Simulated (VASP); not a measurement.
Write the native input for VASP 6.6.1 that does the following.

```
Task                   : relaxation of the atoms
Functional             : r2SCAN
Potentials or basis    : VASP PAW PBE potentials, release 64 (O)
Cutoff                 : 520 eV
k mesh                 : 1 × 1 × 1
Occupations            : gaussian, width 0.02 eV
Spin                   : collinear spin, ferromagnetic start
Starting moments       : [1.0, 1.0] μB
Dipole correction      : no
Further INCAR settings : ALGO = Normal; EDIFF = 1e-06; IBRION = 2; EDIFFG = -0.03; NSW = 80
```

O2, in a box:

```
CELL_PARAMETERS angstrom
9.00000 0.00000 0.00000
0.00000 9.50000 0.00000
0.00000 0.00000 10.00000
ATOMIC_POSITIONS crystal
O 0.50000 0.50000 0.43850
O 0.50000 0.50000 0.56150
```

The input as run:

POSCAR

```
O
1.0
    9.0000000000      0.0000000000      0.0000000000
    0.0000000000      9.5000000000      0.0000000000
    0.0000000000      0.0000000000     10.0000000000
O
2
Direct
    0.5000000000      0.5000000000      0.4385000000
    0.5000000000      0.5000000000      0.5615000000
```

INCAR.step1

```
PREC     = Accurate       # precision mode
ENCUT    = 520            # plane-wave cutoff, eV
ISMEAR   = 0              # smearing method
SIGMA    = 0.02           # smearing width, eV
LREAL    = False          # projectors in reciprocal space
LASPH    = True           # aspherical terms in the spheres
NELM     = 150            # most SCF steps
ISPIN    = 2              # spin polarisation
MAGMOM   = 1 1            # initial moments
GGA      = PE             # functional
ALGO     = Normal         # electronic algorithm
EDIFF    = 1E-4           # SCF threshold, eV
LWAVE    = True           # write WAVECAR
LCHARG   = False          # write CHGCAR
```

INCAR.step2

```
PREC     = Accurate       # precision mode
ENCUT    = 520            # plane-wave cutoff, eV
EDIFF    = 1E-6           # SCF threshold, eV
ISMEAR   = 0              # smearing method
SIGMA    = 0.02           # smearing width, eV
LREAL    = False          # projectors in reciprocal space
LASPH    = True           # aspherical terms in the spheres
NELM     = 150            # most SCF steps
ALGO     = Normal         # electronic algorithm
ISIF     = 2              # what is computed and relaxed
LWAVE    = False          # write WAVECAR
LCHARG   = False          # write CHGCAR
ISPIN    = 2              # spin polarisation
MAGMOM   = 1 1            # initial moments
LORBIT   = 11             # projections on sites
METAGGA  = R2SCAN         # meta-GGA
LMIXTAU  = True         
IBRION   = 2              # ionic algorithm
NSW      = 80             # ionic steps
EDIFFG   = -0.03          # ionic threshold
ISTART   = 1
```

KPOINTS

```
Automatic mesh
0
Gamma
  1 1 1
```

Potentials or basis: VASP PAW PBE potentials, release 64 (O).

The run is started by

```sh
$ cat potpaw_PBE.64/O/POTCAR > POTCAR
$ cp INCAR.step1 INCAR
$ mpirun -np 1 vasp_gam > vasp.out
$ cp INCAR.step2 INCAR
$ mpirun -np 1 vasp_gam > vasp.out
```

It gave:

| Item | Value |
| --- | --- |
| Energy gained by relaxing | 1.2 meV/atom |
| Ionic steps | 3 |
| Largest force after relaxing | 0.010 eV/Å |
| Gap between the frontier levels | 3.44 eV |
| Net moment | 2.00 μB per cell |
| Site moments | O +0.83 μB |
| Valence electrons inside the program's atomic spheres | O 4.92 |

Caveat: the standard files for N, O and F lose accuracy on very short bonds; the PAW data sets were made with another functional, which shifts forces and pressure a little.

It took 5.7 min on 1 thread of AMD EPYC 9R45 96-Core Processor (Zen 5) (shared host), peak memory 1.2 GiB.
